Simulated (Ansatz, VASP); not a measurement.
**One calculation of WC, two programs**

Contents of INCAR:

```
SYSTEM = WC
PREC = Accurate ; ENCUT = 520
EDIFF = 1E-6 ; ISMEAR = 0
SIGMA = 0.15 ; LREAL = .False.
LASPH = .True. ; NELM = 100
ALGO = Normal ; ISIF = 2
LWAVE = .False. ; LCHARG = .False.
GGA = PE ; NBANDS = 16
```

KPOINTS

```
Automatic mesh
0
Gamma
  18 18 16
  0 0 0
```

File POSCAR:

```
WC
1.0
    2.9005014360      0.0000000000      0.0000000000
   -1.4502507180      2.5119079273      0.0000000000
    0.0000000000      0.0000000000      2.8290000000
W C
1 1
Direct
   -0.0192269353     -0.0140750935      0.0000000000
    0.6666666667      0.3333333333      0.5000000000
```

Input for Ansatz:

```yaml
crystal:
  lattice:
    - [2.900501436, 0.0, 0.0]
    - [-1.450250718, 2.5119079273, 0.0]
    - [0.0, 0.0, 2.829]
  atoms:
    - { symbol: W, position: [-0.0192269353, -0.0140750935, 0.0] }
    - { symbol: C, position: [0.6666666667, 0.3333333333, 0.5] }
basis:
  ecutwfc: 420
kpoints:
  mp_grid: { grid: [18, 18, 16] }
hamiltonian:
  xc: pbe
scf:
  occupations: { method: gaussian, width: 0.15 }
output:
  forces: true
  stress: true
  eigenvalues: true
```

Change from the starting cell: all W atoms moved -0.050 Å, as atom 1 along Cartesian [1 1 0].

Alike in both runs: task single point; functional PBE; k mesh 18 × 18 × 16; occupations gaussian, width 0.15 eV; no spin polarisation.

|  | VASP | Ansatz |
| --- | --- | --- |
| version | VASP 6.6.1 | Ansatz 0.2.0 |
| potentials or method | VASP PAW PBE potentials, release 64 (W_sv, C), cutoff 520 eV | scalar-relativistic, plane waves, PAW |
| valence electrons in the cell | 18 | 18 |

Ansatz gave:

| Property | Result |
| --- | --- |
| gap on the k mesh at the Fermi level (eV) | none |
| pressure (GPa) | 8.8 |
| traceless stress, the component that is largest in VASP (GPa) | -1.93 |
| rms of the force components (eV/Å) | 0.450 |

Question: Which values does VASP return?

Answer: gap on the k mesh at the Fermi level (eV): none; pressure (GPa): 10.0; traceless stress, the component that is largest in VASP (GPa): -2.06; rms of the force components (eV/Å): 0.451.

Atom by atom the forces differ by 0.002 eV/Å (rms over components). A gap of «none» marks a metal or a gap that the smearing closes.

Neither program's run includes spin-orbit coupling.
